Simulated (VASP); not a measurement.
A run of VASP 6.6.1 is set up as follows.

File INCAR:

```
SYSTEM = ScGa5S
PREC = Accurate
ENCUT = 520
EDIFF = 1E-7
ISMEAR = 0
SIGMA = 0.2
LREAL = .False.
LASPH = .True.
NELM = 80
ALGO = Normal
ISIF = 2
LWAVE = .False.
LCHARG = .False.
GGA = PE
NBANDS = 50
```

Contents of KPOINTS:

```
Automatic mesh
0
Gamma
  4 4 4
  0 0 0
```

File POSCAR:

```
ScGa5S
1.0
    2.8187794121      1.6274230524      4.8776300774
   -2.8187794121      1.6274230524      4.8776300774
    0.0000000000     -3.2548461048      4.8776300774
Sc Ga S
1 5 1
Direct
    0.5000000000      0.5000000000      0.5000000000
    0.1752853209      0.1752853209      0.1752853209
    0.8247146791      0.8247146791      0.8247146791
    0.5000000000      0.5000000000      0.0000000000
    0.0000000000      0.5000000000      0.5000000000
    0.5000000000      0.0000000000      0.5000000000
    0.0000000000      0.0000000000      0.0000000000
```

Potentials or basis: VASP PAW PBE potentials, release 64 (Sc_sv, Ga_d, S).

Run with:

```bash
$ cat potpaw_PBE.64/Sc_sv/POTCAR potpaw_PBE.64/Ga_d/POTCAR potpaw_PBE.64/S/POTCAR > POTCAR
$ mpirun -np 1 vasp_std > vasp.out
```

**Question.** What does it give for the largest force?

**Answer.** 0.009 eV/Å.

**Question.** What does it give for the pressure?

**Answer.** 0.0 GPa.

**Question.** What does it give for the band gap on the k mesh?

**Answer.** Zero (band 41 reaches 5.82 eV, above the bottom of band 42 at 5.45 eV).

Stress tensor (GPa, compression positive):
```
 0.12  0.00  0.00
 0.00  0.12  0.00
 0.00  0.00 -0.16
```
